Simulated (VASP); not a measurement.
# TiSi16 (a cell with a defect) in VASP: notebook

TiSi16 (a cell with a defect) is run at these levels: PBE; tasks: single point.

Everything below comes from runs of VASP 6.6.1. Logs are shortened: lines on timing, memory, paths and dates and some standing lists are left out, and cuts for length are marked.

### 1 The cell of the first run

The cell holds a defect, 17 atoms: a = 7.679 Å, b = 7.679 Å, c = 7.679 Å, α = 60.00°, β = 60.00°, γ = 60.00°.

### 2 Single point, PBE

File INCAR:

```
SYSTEM = TiSi16
PREC = Accurate
ENCUT = 520
EDIFF = 1E-6
ISMEAR = 0
SIGMA = 0.02
LREAL = Auto
LASPH = .True.
NELM = 100
ALGO = Normal
ISIF = 2
LWAVE = .False.
LCHARG = .False.
GGA = PE
NBANDS = 52
```

File KPOINTS:

```
regular mesh
0
Gamma
  2 2 2
  0 0 0
```

File POSCAR:

```
TiSi16
1.0
    0.0000000000      5.4300000000      5.4300000000
    5.4300000000      0.0000000000      5.4300000000
    5.4300000000      5.4300000000      0.0000000000
Si Ti
16 1
Direct
   -0.0126239411      0.0388622468     -0.0127368324
    0.1265677716      0.1379243094      0.1263930018
    0.0101972376     -0.0089261510      0.4996972376
    0.1265905157      0.1379056169      0.6098080110
    0.0071143646      0.5153907919      0.0069287293
    0.1100440147      0.6710486188      0.1097388582
    0.0069333333      0.5155756906      0.4711318600
    0.1495674033      0.6186537753      0.6161745856
    0.4998119705     -0.0094922652      0.0104740331
    0.6101662983      0.1372372007      0.1266640884
    0.4998654696     -0.0095542357      0.4999371087
    0.6399237569      0.0805388582      0.6401384899
    0.4713025783      0.5146101289      0.0072488029
    0.6162098527      0.6179872007      0.1500293738
    0.5153692449      0.4533281768      0.5159823204
    0.6162182320      0.6180119705      0.6163731123
    0.8522764273      0.4438650092      0.8522449355
```

Potentials or basis: VASP PAW PBE potentials, release 64 (Si, Ti_sv).

Started as:

```bash
$ cat potpaw_PBE.64/Si/POTCAR potpaw_PBE.64/Ti_sv/POTCAR > POTCAR
$ mpirun -np 1 vasp_std > vasp.out
```

OUTCAR:

```text
SYSTEM = TiSi16
   PREC = Accurate
   ENCUT = 520
   EDIFF = 1E-6
   ISMEAR = 0
   LREAL = Auto
   LASPH = .True.
   NELM = 100
   ISIF = 2
   GGA = PE

 ion  position               nearest neighbor table
   1  0.987  0.039  0.987-   6 2.31  10 2.37   2 2.37   4 2.37  17 2.54
   2  0.127  0.138  0.126-   9 2.35   3 2.35   5 2.37   1 2.37  17 2.99
   3  0.010  0.991  0.500-  12 2.33   8 2.34   2 2.35   4 2.35
   4  0.127  0.138  0.610-  11 2.35   3 2.35   7 2.37   1 2.37  17 2.99
   5  0.007  0.515  0.007-   6 2.28   2 2.37  17 2.42   8 2.46  14 2.46
   6  0.110  0.671  0.110-  13 2.28   7 2.28   5 2.28   1 2.31
   7  0.007  0.516  0.471-   6 2.28   4 2.37  17 2.42   8 2.46  16 2.46
   8  0.150  0.619  0.616-  15 2.31   3 2.34   5 2.46   7 2.46  17 2.61
   9  0.500  0.991  0.010-  12 2.33  14 2.34  10 2.35   2 2.35
  10  0.610  0.137  0.127-   9 2.35  11 2.35  13 2.37   1 2.37  17 2.99
  11  0.500  0.990  0.500-  12 2.33  16 2.34  10 2.35   4 2.35
  12  0.640  0.081  0.640-   3 2.33   9 2.33  11 2.33  15 2.34
  13  0.471  0.515  0.007-   6 2.28  10 2.37  17 2.42  16 2.46  14 2.46
  14  0.616  0.618  0.150-  15 2.31   9 2.34   5 2.46  13 2.46  17 2.61
  15  0.515  0.453  0.516-   8 2.31  16 2.31  14 2.31  12 2.34
  16  0.616  0.618  0.616-  15 2.31  11 2.34   7 2.46  13 2.46  17 2.61
  17  0.852  0.444  0.852-   5 2.42   7 2.42  13 2.42   1 2.54  14 2.61  16 2.61   8 2.61   4 2.99
                             2 2.99  10 2.99

  LATTYP: Found a face centered cubic cell.
 ALAT       =    10.8600000000

  Lattice vectors:

 A1 = (   0.0000000000,   5.4300000000,   5.4300000000)
 A2 = (   5.4300000000,   0.0000000000,   5.4300000000)
 A3 = (   5.4300000000,   5.4300000000,   0.0000000000)

Analysis of symmetry for initial positions (statically):
=====================================================================
 Subroutine PRICEL returns:
 Original cell was already a primitive cell.

 Routine SETGRP: Setting up the symmetry group for a
 face centered cubic supercell.

 Subroutine GETGRP returns: Found  1 space group operations
 (whereof  1 operations were pure point group operations)
 out of a pool of 48 trial point group operations.

The static configuration has the point symmetry C_1 .

Analysis of symmetry for dynamics (positions and initial velocities):
=====================================================================
 Subroutine PRICEL returns:
 Original cell was already a primitive cell.

 Routine SETGRP: Setting up the symmetry group for a
 face centered cubic supercell.

 Subroutine GETGRP returns: Found  1 space group operations
[... 123 lines left out ...]
   ISYM   =      2    0-nonsym 1-usesym 2-fastsym
   POTIM  = 0.5000    time-step for ionic-motion
   TEBEG  =    0.0;   TEEND  =   0.0 temperature during run
   PSTRESS=    0.0 pullay stress
   NELECT =      76.0000    total number of electrons
   NUPDOWN=      -1.0000    fix difference up-down
   EMIN   =  10.00;   EMAX   =-10.00  energy-range for DOS
   EFERMI =   0.00;   METHOD = LEGACY
   ISMEAR =     0;   SIGMA  =   0.02  broadening in eV -4-tet -1-fermi 0-gaus
   EFERMI_NEDOS =   21; number of points for ismear=-14 and -15
   IALGO  =     38    algorithm
   IMIX   =      4    mixing-type and parameters
     AMIX     =   0.40;   BMIX     =  1.00
     AMIX_MAG =   1.60;   BMIX_MAG =  1.00
  volume/ion in A,a.u.               =      18.84       127.11
  Fermi-wavevector in a.u.,A,eV,Ry     =   1.013607  1.915439 13.978610  1.027399
  Thomas-Fermi vector in A             =   2.146786
   LORBIT       =      0    0 simple, 1 ext, 2 COOP (PROOUT), +10 PAW based schemes
   GGA     = PE    functional components
   LHFCALC =     F    Hartree Fock is set to
   AEXX    =    0.0000 exact exchange contribution
   IVDW    =     0    specifies the selected vdW correction
   LEPSILON=     F    determine dielectric tensor
   LRPA    =     F    only Hartree local field effects (RPA)
 non-spin polarized calculation
 Gauss-broadening in eV      SIGMA  =   0.02
  energy-cutoff  :      520.00
  volume of cell :      320.21
 maximum number of plane-waves:      8646
 NGX is ok and might be reduce to    60
   NGX = 29   NGY = 29   NGZ = 29

 number of electron      76.0000001 magnetization

 Free energy of the ion-electron system (eV)
  ---------------------------------------------------
  ext. energy  EPLUGINS =         0.00000000
  ---------------------------------------------------
  free energy    TOTEN  =       -91.63470136 eV

  energy without entropy =      -91.62581115  energy(sigma->0) =      -91.63025626

 E-fermi :   6.9018     XC(G=0):  -9.7629

 val. band max:        6.8993824565   @ k =   0.5000   0.0000   0.0000
 cond. band min:       6.9133965342   @ k =   0.5000   0.5000   0.0000
 fundamental gap:      0.0140140777
 Fermi energy:         6.9017552338

 k-point     1 :       0.0000    0.0000    0.0000
  band No.  band energies     occupation
      1     -49.9006      2.00000
      2     -26.2972      2.00000
      3     -26.2562      2.00000
      4     -26.2543      2.00000
      5      -5.6964      2.00000
      6      -3.4993      2.00000
[... 413 lines left out ...]
     49       9.8779      0.00000
     50      10.4895      0.00000
 [bands above 50 left out]

------------------------ aborting loop because EDIFF is reached ----------------------------------------

  FORCE on cell =-STRESS in cart. coord.  units (eV):
  Direction    XX          YY          ZZ          XY          YZ          ZX
  --------------------------------------------------------------------------------------
  -------------------------------------------------------------------------------------
  Total        7.9356105      7.9313414      7.9011639      0.8031682      0.8079800     -0.8280584
  in kB       39.7064846     39.6851240     39.5341285      4.0187186      4.0427951     -4.1432590
  external PRESSURE =      39.6419124 kB  Pullay stress =       0.0000000 kB

 VOLUME and BASIS-vectors are now :
 -----------------------------------------------------------------------------
  energy-cutoff  :      520.00
  volume of cell :      320.21
      direct lattice vectors                 reciprocal lattice vectors
     0.000000000  5.430000000  5.430000000    -0.092081031  0.092081031  0.092081031
     5.430000000  0.000000000  5.430000000     0.092081031 -0.092081031  0.092081031
     5.430000000  5.430000000  0.000000000     0.092081031  0.092081031 -0.092081031

 POSITION                                       TOTAL-FORCE (eV/Angst)
 -----------------------------------------------------------------------------------
      5.57186     10.72229      5.57247        -0.067686      0.069220     -0.070976
      1.43524      1.37358      1.43619         0.079843     -0.046145      0.079349
      8.09489      2.76873      5.43690         0.096717     -0.097807      0.044199
      4.06008      3.99864      1.43621         0.046215     -0.080723      0.079816
      2.83620      0.07625      2.83720         0.103379     -0.216095      0.110347
      4.23968      1.19342      4.24133         0.005812     -0.005360      0.003027
[... 9 lines left out ...]
      6.70271      6.69297      6.70187         0.112437      0.025691      0.112545
      7.03788      9.25555      7.03805        -1.201730      1.207633     -1.200605
 -----------------------------------------------------------------------------------
    total drift:                                0.003419      0.006733      0.003143

  FREE ENERGIE OF THE ION-ELECTRON SYSTEM (eV)
  ---------------------------------------------------
  free  energy   TOTEN  =       -91.6347013610 eV

  energy  without entropy=      -91.6258111544  energy(sigma->0) =      -91.63025626
```

stdout:

```text
POSCAR found type information on POSCAR SiTi
 POSCAR found :  2 types and      17 ions
 scaLAPACK will be used
 LDA part: xc-table for (Slater+PW92), standard interpolation
 POSCAR, INCAR and KPOINTS ok, starting setup
 FFT: planning ... GRIDC
 FFT: planning ... GRID_SOFT
 FFT: planning ... GRID
 WAVECAR not read
 entering main loop
```

It took 2.3 min on 1 thread of AMD EPYC 9R45 (Zen 5), shared host; peak memory 0.47 GiB.

What came out:

```
Free energy            : -91.6347 eV
Pressure               : 4.0 GPa
Largest force          : 2.084 eV/Å
Band gap on the k mesh : zero (bands 38 and 39 overlap by 0.32 eV)
```

Forces in eV/Å, atoms in the order of the input:
```
Si  -0.068  0.069 -0.071
Si   0.080 -0.046  0.079
Si   0.097 -0.098  0.044
Si   0.046 -0.081  0.080
Si   0.103 -0.216  0.110
Si   0.006 -0.005  0.003
Si   0.219 -0.103  0.107
Si   0.112 -0.111 -0.029
Si   0.046 -0.099  0.099
Si   0.081 -0.082  0.048
Si   0.099 -0.047  0.101
Si   0.108 -0.109  0.107
Si   0.102 -0.106  0.213
Si  -0.026 -0.112  0.112
Si   0.084 -0.086  0.085
Si   0.112  0.026  0.113
Ti  -1.202  1.208 -1.201
```

Levels at points of the mesh, in eV from the Fermi level:
| k point | band 34 | band 35 | band 36 | band 37 | band 38 | band 39 | band 40 | band 41 | band 42 | band 43 |
| --- | --- | --- | --- | --- | --- | --- | --- | --- | --- | --- |
| (0.00, 0.00, 0.00) | -1.11 | -1.11 | -0.84 | -0.61 | -0.31 | -0.31 | -0.01 | -0.01 | 0.15 | 0.70 |
| (0.50, 0.00, 0.00) | -1.78 | -1.36 | -1.34 | -0.18 | 0.00 | 0.14 | 0.42 | 0.60 | 0.75 | 1.06 |
| (0.00, 0.50, 0.00) | -2.03 | -1.35 | -1.35 | -0.31 | -0.18 | -0.18 | 0.66 | 0.66 | 0.82 | 1.22 |
| (0.00, 0.00, 0.50) | -1.78 | -1.36 | -1.34 | -0.18 | 0.00 | 0.14 | 0.42 | 0.60 | 0.75 | 1.06 |
| (0.50, 0.50, 0.50) | -1.78 | -1.36 | -1.34 | -0.18 | 0.00 | 0.14 | 0.42 | 0.60 | 0.75 | 1.06 |
| (0.50, 0.50, 0.00) | -2.03 | -1.94 | -1.80 | -0.43 | 0.01 | 0.40 | 0.79 | 1.08 | 1.11 | 1.36 |
| (0.00, 0.50, 0.50) | -2.03 | -1.94 | -1.81 | -0.43 | 0.01 | 0.40 | 0.79 | 1.08 | 1.11 | 1.36 |
| (0.50, 0.00, 0.50) | -2.03 | -1.94 | -1.80 | -0.43 | 0.01 | 0.40 | 0.79 | 1.08 | 1.11 | 1.36 |

Caveat: the k points lie up to 0.50 Å⁻¹ apart.

### 3 Single point, PBE

File INCAR:

```
PREC = Accurate
ENCUT = 520
EDIFF = 1E-6
ISMEAR = 0
SIGMA = 0.02
LREAL = Auto
LASPH = True
NELM = 60
ALGO = Normal
ISIF = 2
LWAVE = False
LCHARG = False
GGA = PE
NBANDS = 52
```

File KPOINTS:

```
Automatic mesh
0
Gamma
  2 2 2
```

File POSCAR:

```
TiSi16
1.0
    0.0000000000      5.4300000000      5.4300000000
    5.4300000000      0.0000000000      5.4300000000
    5.4300000000      5.4300000000      0.0000000000
Si Ti
16 1
Direct
   -0.0140972376      0.0441368324     -0.0146141805
    0.1260910681      0.1337654696      0.1257428177
    0.0155348987     -0.0125065378      0.4988921731
    0.1260884899      0.1338209024      0.6151978821
    0.0091744936      0.5065588398      0.0089111418
    0.1103331492      0.6710830571      0.1096804788
    0.0092016575      0.5065276243      0.4760885820
    0.1526883057      0.6096918048      0.6190603131
    0.4992549724     -0.0131174033      0.0155673112
    0.6157580110      0.1333060773      0.1258974217
    0.4993083794     -0.0131671271      0.4991726519
    0.6372337017      0.0897561694      0.6370051565
    0.4766067219      0.5058953039      0.0091371087
    0.6194226519      0.6087261510      0.1527598527
    0.5147112339      0.4562567219      0.5148957643
    0.6196934622      0.6084400552      0.6198910681
    0.7703927256      0.6897658379      0.7703253223
```

Potentials or basis: VASP PAW PBE potentials, release 64 (Si, Ti_sv).

Started as:

```bash
$ cat potpaw_PBE.64/Si/POTCAR potpaw_PBE.64/Ti_sv/POTCAR > POTCAR
$ mpirun -np 1 vasp_std > vasp.out
```

Run time: 2.4 min. Hardware: 1 thread of AMD EPYC 9R45 (Zen 5), shared host; peak memory 0.47 GiB.

Results (log left out):

```yaml
Free_energy: -91.7593 eV
Pressure: 3.8 GPa
Largest_force: 1.898 eV/Å
Band_gap_on_the_k_mesh: zero (bands 38 and 39 overlap by 0.33 eV)
```

Forces on the atoms (eV/Å):
```
Si  -0.119  0.118 -0.119
Si  -0.095  0.045 -0.096
Si  -0.076  0.077 -0.040
Si  -0.046  0.094 -0.097
Si  -0.103 -0.039 -0.103
Si  -0.088  0.090 -0.086
Si   0.040  0.105 -0.104
Si  -0.088  0.083 -0.204
Si  -0.037  0.074 -0.075
Si  -0.093  0.091 -0.044
Si  -0.073  0.037 -0.074
Si   0.086 -0.085  0.090
Si  -0.104  0.105  0.043
Si  -0.213  0.082 -0.094
Si  -0.004  0.005  0.000
Si  -0.085  0.216 -0.093
Ti   1.096 -1.097  1.095
```

Stress tensor (GPa, compression positive):
```
 3.85  0.36 -0.34
 0.36  3.86  0.35
-0.34  0.35  3.83
```

Levels at points of the mesh, in eV from the Fermi level:
```
           k point  band 34  band 35  band 36  band 37  band 38  band 39  band 40  band 41  band 42  band 43
(0.00, 0.00, 0.00)    -1.09    -1.09    -0.89    -0.58    -0.32    -0.32    -0.02    -0.01     0.17     0.75
(0.50, 0.00, 0.00)    -1.81    -1.36    -1.33    -0.19     0.00     0.19     0.37     0.59     0.75     1.10
(0.00, 0.50, 0.00)    -2.01    -1.35    -1.35    -0.32    -0.17    -0.17     0.64     0.64     0.84     1.22
(0.00, 0.00, 0.50)    -1.81    -1.37    -1.33    -0.19     0.00     0.19     0.38     0.59     0.75     1.11
(0.50, 0.50, 0.50)    -1.81    -1.37    -1.33    -0.19     0.00     0.18     0.38     0.59     0.75     1.11
(0.50, 0.50, 0.00)    -2.02    -1.95    -1.81    -0.48     0.01     0.42     0.76     1.09     1.22     1.35
(0.00, 0.50, 0.50)    -2.02    -1.95    -1.81    -0.48     0.01     0.42     0.76     1.09     1.22     1.35
(0.50, 0.00, 0.50)    -2.02    -1.95    -1.81    -0.48     0.01     0.43     0.76     1.09     1.22     1.35
```

Caveat: the k points lie up to 0.50 Å⁻¹ apart.
